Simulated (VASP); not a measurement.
InReS4:

```
In Re S
1.0
     0.00000    4.10910    4.10910
     4.10910    0.00000    4.10910
     4.10910    4.10910    0.00000
In Re S
1 1 4
Direct
  0.25000 0.25000 0.25000
  0.50000 0.50000 0.50000
  0.87504 0.37488 0.87504
  0.87504 0.87504 0.87504
  0.87504 0.87504 0.37488
  0.37488 0.87504 0.87504
```

| Property | Result |
| --- | --- |
| Program | VASP 6.6.1 |
| Task | relaxation of cell and atoms |
| Functional | PBE |
| Potentials or basis | VASP PAW PBE potentials, release 64 (In_d, Re, S) |
| Cutoff | 600 eV |
| k mesh | 4 × 4 × 4 |
| Occupations | gaussian, width 0.1 eV |
| Spin | collinear spin, ferromagnetic start |
| Starting moments | [0.0, 1.0, 0.0, 0.0, 0.0, 0.0] μB |

At the start: pressure -6.7 GPa; volume 23.13 Å³/atom.

Question: How do energy, volume and symmetry change on relaxing?

Answer: Over 7 steps the energy falls by 130.0 meV/atom and the volume is 17.34 Å³/atom (-25.0 %); space group F-43m (No. 216, to 0.05 Å); moment 0.12 μB per cell.

Step by step:
| step | energy change (eV) | largest force (eV/Å) | pressure (GPa) | volume (Å³) |
| --- | --- | --- | --- | --- |
| 1 | 0.0000 | 0.1108 | -6.71 | 138.76 |
| 2 | -0.5991 | 0.2188 | -4.00 | 120.21 |
| 3 | -0.7729 | 0.0578 | 1.34 | 102.04 |
| 4 | -0.7679 | 0.0594 | -1.65 | 105.84 |
| 5 | -0.7795 | 0.0594 | -0.02 | 103.69 |
| 6 | -0.7786 | 0.0589 | 0.50 | 103.05 |
| 7 | -0.7798 | 0.0280 | -0.28 | 104.01 |

Final structure:
```
In Re S
1.0
     0.00000    3.73266    3.73266
     3.73266    0.00000    3.73266
     3.73266    3.73266    0.00000
In Re S
1 1 4
Direct
  0.25000 0.25000 0.25000
  0.50000 0.50000 0.50000
  0.87400 0.37800 0.87400
  0.87400 0.87400 0.87400
  0.87400 0.87400 0.37800
  0.37800 0.87400 0.87400
```

Caveat: the volume moved by over 15 % at a fixed basis, so the end points are rough.
